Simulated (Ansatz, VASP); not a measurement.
# BeTe: VASP beside Ansatz

```
Be Te
1.0
     0.00000    2.68323    2.68323
     2.68323    0.00000    2.68323
     2.68323    2.68323    0.00000
Be Te
1 1
Direct
  0.00000 0.00000 0.00000
  0.50000 0.50000 0.50000
```

Alike in both runs: task single point; functional PBE-based global hybrid; k mesh 4 × 4 × 4; occupations fermi-dirac, width 0.02 eV; no spin polarisation.

|  | VASP | Ansatz |
| --- | --- | --- |
| version | VASP 6.6.1 | Ansatz 0.2.0 |
| potentials or method | VASP PAW PBE potentials, release 64 (Be, Te) | plane waves |
| plane-wave cutoff (eV) | 520 | 420 |
| valence electrons in the cell | 8 | 18 |

```tsv
	VASP	Ansatz	Ansatz less VASP
gap on the k mesh at the Fermi level (eV)	4.40	4.10	-0.296
pressure (GPa)	-6.4	-2.5	+3.84
```

VASP's potentials were made for PBE, not for PBE-based global hybrid. The functional is the same, so the differences come from potentials, cutoffs and numerics. VASP's potentials hold 8 valence electrons a cell and Ansatz's 18, so a difference there can come from the potentials and not from the codes. Ansatz's warnings: stress exchange threshold loose, stress scf threshold loose.

The k mesh is coarse, so the values compare programs but aren't converged. Neither program's run includes spin-orbit coupling.
